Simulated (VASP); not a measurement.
**GaP (zincblende type): single point with LDA**

The system is GaP (zincblende type).

```xyz
2
Lattice="0.0000 2.4160 2.4160 2.4160 0.0000 2.4160 2.4160 2.4160 0.0000" Properties=species:S:1:pos:R:3 pbc="T T T"
Ga    0.0000    0.0000    0.0000
P     1.2080    1.2080    1.2080
```

This cell differs from its parent crystal: volume scaled by 0.72.

* Program: VASP 6.6.1
* Task: single point
* Functional: LDA
* Potentials or basis: VASP PAW LDA potentials, release 64 (Ga_d, P)
* Cutoff: 520 eV
* k mesh: 13 × 13 × 13
* Occupations: fermi-dirac, width 0.1 eV
* Spin: no spin polarisation
* Dipole correction: no
* Further INCAR settings: ALGO = Normal; EDIFF = 1e-07; NBANDS = 16

```json
{
 "Pressure": "60.3 GPa",
 "Band gap on the k mesh": "0.53 eV, indirect (least direct gap 3.43 eV)"
}
```

Levels at points of the mesh, in eV from the valence-band top:
```
           k point  band 7  band 8  band 9  band 10  band 11  band 12
(0.00, 0.00, 0.00)    0.00    0.00    0.00     3.43     3.43     3.43
```

Wall time 23 s on 1 thread of Intel(R) Xeon(R) Platinum 8488C (Sapphire Rapids), with other jobs on the host, peak memory 0.16 GiB.

 A k mesh can miss the band edges.
